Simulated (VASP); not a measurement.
# Mg2Ti2O3 in VASP: further runs

The runs below take Mg2Ti2O3 through single point, with PBE.

Everything below comes from runs of VASP 6.6.1. Logs are shortened: lines on timing, memory, paths and dates and some standing lists are left out, and cuts for length are marked.

## (1) The cell of the first run

The structure is trigonal, space group P-3m1 (No. 164). Conventional cell: a = 2.953 Å, b = 2.953 Å, c = 10.154 Å, α = 90.00°, β = 90.00°, γ = 120.00°. Within 2.8 Å of Mg (site symmetry 3m) lie 6 O at 2.14 to 2.15 Å. Within 3.0 Å of Ti (site symmetry 3m) lie 3 O at 2.20 Å and 9 Ti at 2.77 to 2.95 Å. O (site symmetry 3m) has 3 Mg at 2.14 Å and 3 Ti at 2.20 Å and 1 O at 2.60 Å within 2.8 Å. O (site symmetry -3m) has 6 Mg at 2.15 Å and 2 O at 2.60 Å within 2.8 Å.

## (2) Single point, PBE

INCAR reads:

```
PREC = Accurate
ENCUT = 520
EDIFF = 1E-6
ISMEAR = 0
SIGMA = 0.2
LREAL = F
LASPH = T
NELM = 100
ALGO = Normal
ISIF = 2
LWAVE = F
LCHARG = F
GGA = PE
NBANDS = 32
```

KPOINTS reads:

```
regular mesh
0
Gamma
  12 12 2
```

POSCAR reads:

```
Mg2Ti2O3
1.0
    2.9528247090      0.0000000000      0.0000000000
   -1.4764123545      2.5572212110      0.0000000000
    0.0000000000      0.0000000000     10.1535915401
Mg Ti O
2 2 3
Direct
    0.3333333333      0.6666666667      0.1287967988
    0.6666666667      0.3333333333      0.8712032012
    0.6666666667      0.3333333333      0.3922585098
    0.3333333333      0.6666666667      0.6077414902
    0.0000000000      0.0000000000      0.2560600008
    1.0000000000      0.0000000000      0.7439399992
    0.0000000000      0.0000000000      0.0000000000
```

Potentials or basis: VASP PAW PBE potentials, release 64 (Mg, Ti_sv, O).

Command:

```
$ cat potpaw_PBE.64/Mg/POTCAR potpaw_PBE.64/Ti_sv/POTCAR potpaw_PBE.64/O/POTCAR > POTCAR
$ mpirun -np 1 vasp_std > vasp.out
```

OUTCAR:

```text
PREC = Accurate
   ENCUT = 520
   EDIFF = 1E-6
   ISMEAR = 0
   LREAL = F
   LASPH = T
   NELM = 100
   ISIF = 2
   GGA = PE

 ion  position               nearest neighbor table
   1  0.333  0.667  0.129-   5 2.14   5 2.14   5 2.14   7 2.15   7 2.15   7 2.15   2 3.12   2 3.12
                             2 3.12   3 3.17   3 3.17   3 3.17
   2  0.667  0.333  0.871-   6 2.14   6 2.14   6 2.14   7 2.15   7 2.15   7 2.15   1 3.12   1 3.12
                             1 3.12   4 3.17   4 3.17   4 3.17
   3  0.667  0.333  0.392-   5 2.20   5 2.20   5 2.20   4 2.77   4 2.77   4 2.77   1 3.17   1 3.17
                             1 3.17
   4  0.333  0.667  0.608-   6 2.20   6 2.20   6 2.20   3 2.77   3 2.77   3 2.77   2 3.17   2 3.17
                             2 3.17
   5  0.000  0.000  0.256-   1 2.14   1 2.14   1 2.14   3 2.20   3 2.20   3 2.20
   6  0.000  0.000  0.744-   2 2.14   2 2.14   2 2.14   4 2.20   4 2.20   4 2.20
   7  0.000  0.000  0.000-   1 2.15   2 2.15   2 2.15   1 2.15   2 2.15   1 2.15

  LATTYP: Found a hexagonal cell.
 ALAT       =     2.9528247090
 C/A-ratio  =     3.4386028772

  Lattice vectors:

 A1 = (   2.9528247090,   0.0000000000,   0.0000000000)
 A2 = (  -1.4764123545,   2.5572212110,   0.0000000000)
 A3 = (   0.0000000000,   0.0000000000,  10.1535915401)

Analysis of symmetry for initial positions (statically):
=====================================================================
 Subroutine PRICEL returns:
 Original cell was already a primitive cell.

 Routine SETGRP: Setting up the symmetry group for a
 hexagonal supercell.

 Subroutine GETGRP returns: Found 12 space group operations
 (whereof 12 operations were pure point group operations)
 out of a pool of 24 trial point group operations.

The static configuration has the point symmetry D_3d.

Analysis of symmetry for dynamics (positions and initial velocities):
=====================================================================
 Subroutine PRICEL returns:
 Original cell was already a primitive cell.

 Routine SETGRP: Setting up the symmetry group for a
 hexagonal supercell.

 Subroutine GETGRP returns: Found 12 space group operations
 (whereof 12 operations were pure point group operations)
 out of a pool of 24 trial point group operations.

The dynamic configuration has the point symmetry D_3d.

 Subroutine INISYM returns: Found 12 space group operations
 (whereof 12 operations are pure point group operations),
 and found     1 'primitive' translations

----------------------------------------------------------------------------------------

                                     Primitive cell

  volume of cell :      76.6700

  direct lattice vectors                    reciprocal lattice vectors
     2.952824709  0.000000000  0.000000000     0.338658775  0.195524735  0.000000000
    -1.476412355  2.557221211  0.000000000     0.000000000  0.391049470  0.000000000
     0.000000000  0.000000000 10.153591540     0.000000000  0.000000000  0.098487318

  length of vectors
     2.952824709  2.952824709 10.153591540     0.391049470  0.391049470  0.098487318

  position of ions in fractional coordinates (direct lattice)
     0.333333333  0.666666667  0.128796799
     0.666666667  0.333333333  0.871203201
     0.666666667  0.333333333  0.392258510
     0.333333333  0.666666667  0.607741490
     0.000000000  0.000000000  0.256060001
     0.000000000  0.000000000  0.743939999
     0.000000000  0.000000000  0.000000000

  ion indices of the primitive-cell ions
   primitive index   ion index
                 1           1
                 2           2
                 3           3
                 4           4
                 5           5
                 6           6
                 7           7

----------------------------------------------------------------------------------------

 KPOINTS: regular mesh

Automatic generation of k-mesh.
 Grid dimensions read from file:
 generate k-points for:   12   12    2

 Generating k-lattice:

  Cartesian coordinates                     Fractional coordinates (reciprocal lattice)
     0.028221565  0.016293728  0.000000000     0.083333333 -0.000000000  0.000000000
     0.000000000  0.032587456  0.000000000     0.000000000  0.083333333  0.000000000
     0.000000000  0.000000000  0.049243659     0.000000000  0.000000000  0.500000000

  Length of vectors
     0.032587456  0.032587456  0.049243659

  Shift w.r.t. Gamma in fractional coordinates (k-lattice)
     0.000000000  0.000000000  0.000000000

 Subroutine IBZKPT returns following result:
 ===========================================

 Found     38 irreducible k-points:

 Following reciprocal coordinates:
            Coordinates               Weight
  0.000000  0.000000  0.000000      1.000000
  0.083333  0.000000  0.000000      6.000000
  0.166667 -0.000000  0.000000      6.000000
  0.250000 -0.000000  0.000000      6.000000
  0.333333 -0.000000  0.000000      6.000000
  0.416667 -0.000000  0.000000      6.000000
[... 16 lines left out ...]
  0.250000 -0.000000  0.500000      6.000000
  0.333333 -0.000000  0.500000      6.000000
 [... further k-points ...]
   k-points           NKPTS =     38   k-points in BZ     NKDIM =     38   number of bands    NBANDS=     32
   number of dos      NEDOS =    301   number of ions     NIONS =      7
   total plane-waves  NPLWV =  46080
   dimension x,y,z NGX =    24 NGY =   24 NGZ =   80
   dimension x,y,z NGXF=    48 NGYF=   48 NGZF=  160
   ions per type =               2   2   3
   NGX,Y,Z   is equivalent  to a cutoff of  13.51, 13.51, 13.10 a.u.
   NGXF,Y,Z  is equivalent  to a cutoff of  27.02, 27.02, 26.20 a.u.
 SYSTEM =  unknown system
   PREC   = accura    normal or accurate (medium, high low for compatibility)
   ISTART =      0    job   : 0-new  1-cont  2-samecut
   ICHARG =      2    charge: 1-file 2-atom 10-const
   ISPIN  =      1    spin polarized calculation?
   LNONCOLLINEAR =      F non collinear calculations
   LSORBIT =      F    spin-orbit coupling
   LASPH  =      T    aspherical Exc in radial PAW
   ENCUT  =  520.0 eV  38.22 Ry    6.18 a.u.   5.49  5.49 18.88*2*pi/ulx,y,z
   NELM   =    100;   NELMIN=  2; NELMDL= -5     # of ELM steps
   EDIFF  = 0.1E-05   stopping-criterion for ELM
   LREAL  =      F    real-space projection
   EDIFFG = 0.1E-04   stopping-criterion for IOM
   NSW    =      0    number of steps for IOM
   IBRION =     -1    ionic relax: 0-MD 1-quasi-New 2-CG
   NFREE  =      0    steps in history (QN), initial steepest desc. (CG)
   ISIF   =      2    stress and relaxation
   ISYM   =      2    0-nonsym 1-usesym 2-fastsym
   POTIM  = 0.5000    time-step for ionic-motion
   TEBEG  =    0.0;   TEEND  =   0.0 temperature during run
   PSTRESS=    0.0 pullay stress
   NELECT =      46.0000    total number of electrons
   NUPDOWN=      -1.0000    fix difference up-down
   EMIN   =  10.00;   EMAX   =-10.00  energy-range for DOS
   EFERMI =   0.00;   METHOD = LEGACY
   ISMEAR =     0;   SIGMA  =   0.20  broadening in eV -4-tet -1-fermi 0-gaus
   EFERMI_NEDOS =   21; number of points for ismear=-14 and -15
   IALGO  =     38    algorithm
   IMIX   =      4    mixing-type and parameters
     AMIX     =   0.40;   BMIX     =  1.00
     AMIX_MAG =   1.60;   BMIX_MAG =  1.00
  volume/ion in A,a.u.               =      10.95        73.91
  Fermi-wavevector in a.u.,A,eV,Ry     =   1.380762  2.609262 25.939565  1.906504
  Thomas-Fermi vector in A             =   2.505609
   LORBIT       =      0    0 simple, 1 ext, 2 COOP (PROOUT), +10 PAW based schemes
   GGA     = PE    functional components
   LHFCALC =     F    Hartree Fock is set to
   AEXX    =    0.0000 exact exchange contribution
   IVDW    =     0    specifies the selected vdW correction
   LEPSILON=     F    determine dielectric tensor
   LRPA    =     F    only Hartree local field effects (RPA)
 non-spin polarized calculation
 Gauss-broadening in eV      SIGMA  =   0.20
  energy-cutoff  :      520.00
  volume of cell :       76.67
 maximum number of plane-waves:      2114
 NGX is ok and might be reduce to    24
   NGX = 11   NGY = 11   NGZ = 37

 number of electron      45.9999998 magnetization

 Free energy of the ion-electron system (eV)
  ---------------------------------------------------
  ext. energy  EPLUGINS =         0.00000000
  ---------------------------------------------------
  free energy    TOTEN  =       -48.72336328 eV

  energy without entropy =      -48.69425516  energy(sigma->0) =      -48.70880922

 E-fermi :   8.4521     XC(G=0): -11.4737

 val. band max:        8.4396042030   @ k =   0.4167  -0.0000   0.0000
 cond. band min:       8.4667928390   @ k =   0.0833   0.0833   0.5000
 fundamental gap:      0.0271886361
 Fermi energy:         8.4521449724

 k-point     1 :       0.0000    0.0000    0.0000
  band No.  band energies     occupation
      1     -48.8734      2.00000
      2     -48.7734      2.00000
      3     -25.4123      2.00000
      4     -24.9742      2.00000
      5     -24.8382      2.00000
      6     -24.8382      2.00000
[... 24 lines left out ...]
     31      10.3840      0.00000
     32      11.3191      0.00000

 k-point     2 :       0.0833    0.0000    0.0000
  band No.  band energies     occupation
      1     -48.8672      2.00000
      2     -48.7702      2.00000
      3     -25.4003      2.00000
      4     -24.9926      2.00000
      5     -24.8520      2.00000
      6     -24.8475      2.00000
[... 24 lines left out ...]
     31      10.8213      0.00000
     32      11.3900      0.00000

 k-point     3 :       0.1667   -0.0000    0.0000
  band No.  band energies     occupation
      1     -48.8502      2.00000
      2     -48.7619      2.00000
      3     -25.3678      2.00000
      4     -25.0545      2.00000
      5     -24.8935      2.00000
      6     -24.8725      2.00000
[... 24 lines left out ...]
     31      11.3330      0.00000
     32      11.4321      0.00000

 k-point     4 :       0.2500   -0.0000    0.0000
  band No.  band energies     occupation
      1     -48.8260      2.00000
      2     -48.7514      2.00000
      3     -25.3276      2.00000
      4     -25.1530      2.00000
      5     -24.9932      2.00000
      6     -24.9054      2.00000
[... 24 lines left out ...]
     31      11.5361      0.00000
     32      11.7662      0.00000

 k-point     5 :       0.3333   -0.0000    0.0000
  band No.  band energies     occupation
      1     -48.8000      2.00000
      2     -48.7424      2.00000
      3     -25.3086      2.00000
      4     -25.2575      2.00000
      5     -25.0659      2.00000
      6     -24.9374      2.00000
[... 584 lines left out ...]
     31      10.7553      0.00000
     32      11.3483      0.00000

 k-point    22 :       0.1667   -0.0000    0.5000
  band No.  band energies     occupation
      1     -48.8502      2.00000
      2     -48.7619      2.00000
      3     -25.3678      2.00000
      4     -25.0545      2.00000
      5     -24.8935      2.00000
      6     -24.8725      2.00000
[... 24 lines left out ...]
     31      10.9064      0.00000
     32      11.4310      0.00000

 k-point    23 :       0.2500   -0.0000    0.5000
  band No.  band energies     occupation
      1     -48.8260      2.00000
      2     -48.7514      2.00000
      3     -25.3276      2.00000
      4     -25.1530      2.00000
      5     -24.9932      2.00000
      6     -24.9054      2.00000
[... 24 lines left out ...]
     31      11.4119      0.00000
     32      11.5368      0.00000

 k-point    24 :       0.3333   -0.0000    0.5000
  band No.  band energies     occupation
      1     -48.8000      2.00000
      2     -48.7424      2.00000
      3     -25.3086      2.00000
      4     -25.2575      2.00000
      5     -25.0659      2.00000
      6     -24.9374      2.00000
[... 24 lines left out ...]
     31      11.6291      0.00000
     32      11.6409      0.00000

 [... further k-points ...]

------------------------ aborting loop because EDIFF is reached ----------------------------------------

  FORCE on cell =-STRESS in cart. coord.  units (eV):
  Direction    XX          YY          ZZ          XY          YZ          ZX
  --------------------------------------------------------------------------------------
  -------------------------------------------------------------------------------------
  Total       -0.1465002     -0.1465002     -0.0889943     -0.0000000      0.0000000      0.0000000
  in kB       -3.0614206     -3.0614206     -1.8597190     -0.0000000      0.0000000      0.0000000
  external PRESSURE =      -2.6608534 kB  Pullay stress =       0.0000000 kB

 VOLUME and BASIS-vectors are now :
 -----------------------------------------------------------------------------
  energy-cutoff  :      520.00
  volume of cell :       76.67
      direct lattice vectors                 reciprocal lattice vectors
     2.952824709  0.000000000  0.000000000     0.338658775  0.195524735  0.000000000
    -1.476412355  2.557221211  0.000000000     0.000000000  0.391049470  0.000000000
     0.000000000  0.000000000 10.153591540     0.000000000  0.000000000  0.098487318

 POSITION                                       TOTAL-FORCE (eV/Angst)
 -----------------------------------------------------------------------------------
     -0.00000      1.70481      1.30775         0.000000      0.000000     -0.008693
      1.47641      0.85241      8.84584        -0.000000      0.000000      0.008693
      1.47641      0.85241      3.98283         0.000000     -0.000000     -0.010284
     -0.00000      1.70481      6.17076         0.000000      0.000000      0.010284
      0.00000      0.00000      2.59993        -0.000000      0.000000     -0.042593
      0.00000      0.00000      7.55366        -0.000000     -0.000000      0.042593
      0.00000      0.00000      0.00000        -0.000000      0.000000      0.000000
 -----------------------------------------------------------------------------------
    total drift:                               -0.000000      0.000000     -0.000000

  FREE ENERGIE OF THE ION-ELECTRON SYSTEM (eV)
  ---------------------------------------------------
  free  energy   TOTEN  =       -48.7233632840 eV

  energy  without entropy=      -48.6942551566  energy(sigma->0) =      -48.70880922
```

It took 40 s on 1 thread of Intel Xeon 6975P-C (Granite Rapids), shared host; peak memory 0.25 GiB.

What came out:

| Item | Value |
| --- | --- |
| Free energy | -48.7234 eV |
| Pressure | -0.3 GPa |
| Largest force | 0.043 eV/Å |
| Band gap on the k mesh | zero (bands 23 and 24 overlap by 0.64 eV) |

Forces in eV/Å, atoms in the order of the input:
```
Mg   0.000  0.000 -0.009
Mg   0.000  0.000  0.009
Ti   0.000  0.000 -0.010
Ti   0.000  0.000  0.010
O    0.000  0.000 -0.043
O    0.000  0.000  0.043
O    0.000  0.000  0.000
```

Stress tensor (GPa, compression positive):
```
-0.31  0.00  0.00
 0.00 -0.31  0.00
 0.00  0.00 -0.19
```

[end of part 1 of 2]
